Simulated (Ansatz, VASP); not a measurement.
Two plane-wave programs on Ta2B2O

```
Ta B O
1.0
     4.29262    0.00000    0.00000
     0.00000    4.29262    0.00000
     0.00000    0.00000    3.19139
Ta B O
2 2 1
Cartesian
  0.0000 2.1463 1.5957
  2.1463 0.0000 1.5957
  2.1463 2.1463 2.3978
  2.1463 2.1463 0.7936
  0.0000 0.0000 0.0000
```

Alike in both runs: functional PBE; k mesh 6 × 6 × 4; occupations gaussian, width 0.1 eV; no spin polarisation.

Ansatz relaxed the structure, and its values are those at the end. VASP's run is a single point on that final structure, the one shown.

|  | VASP | Ansatz |
| --- | --- | --- |
| version | VASP 6.6.1 | Ansatz 0.2.0 |
| potentials or method | VASP PAW PBE potentials, release 64 (Ta_pv, B, O), cutoff 520 eV | scalar-relativistic, plane waves, PAW |
| valence electrons in the cell | 34 | 38 |

|  | VASP | Ansatz | Ansatz less VASP |
| --- | --- | --- | --- |
| gap on the k mesh at the Fermi level (eV) | none | none | - |
| pressure (GPa) | 0.3 | 0.1 | -0.20 |
| rms of the force components (eV/Å) | 0.018 | 0.004 | -0.0140 |

A gap of «none» marks a metal or a gap that the smearing closes. VASP's potentials hold 34 valence electrons a cell and Ansatz's 38, so a difference there can come from the potentials and not from the codes.

The k mesh is coarse, so the values compare programs but aren't converged. Neither program's run includes spin-orbit coupling.
